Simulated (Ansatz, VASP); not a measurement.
Two plane-wave programs on GdN

```
CELL_PARAMETERS angstrom
0.00000 2.43768 2.43768
2.43768 0.00000 2.43768
2.43768 2.43768 0.00000
ATOMIC_POSITIONS crystal
Gd 0.50000 0.50000 0.50000
N 0.00000 0.00000 0.00000
```

Alike in both runs: task single point; functional PBEsol; k mesh 8 × 8 × 8; occupations gaussian, width 0.05 eV; collinear spin; Hubbard terms Gd f U = 6.0 eV.

|  | VASP | Ansatz |
| --- | --- | --- |
| version | VASP 6.6.1 | Ansatz 0.2.0 |
| potentials or method | VASP PAW PBE potentials, release 64 (Gd, N), cutoff 520 eV | scalar-relativistic, plane waves, PAW |
| valence electrons in the cell | 23 | 23 |

|  | VASP | Ansatz | Ansatz less VASP |
| --- | --- | --- | --- |
| gap on the k mesh at the Fermi level (eV) | none | none | - |
| pressure (GPa) | 8.0 | 7.4 | -0.60 |
| net moment per atom (μB) | 3.50 | 3.50 | 0.000 |
| size of the moment on the site where the two differ most (μB) | 6.88 | 6.91 | +0.029 |

VASP's potentials were made for PBE, not for PBEsol. Site moments also hang on the region over which each program counts them. The programs project onto different local orbitals, so the same U acts differently, and such runs can settle in different states. A gap of «none» marks a metal or a gap that the smearing closes. Ansatz's warnings: filled band counts differ across k points.

Spin-orbit coupling is off throughout.
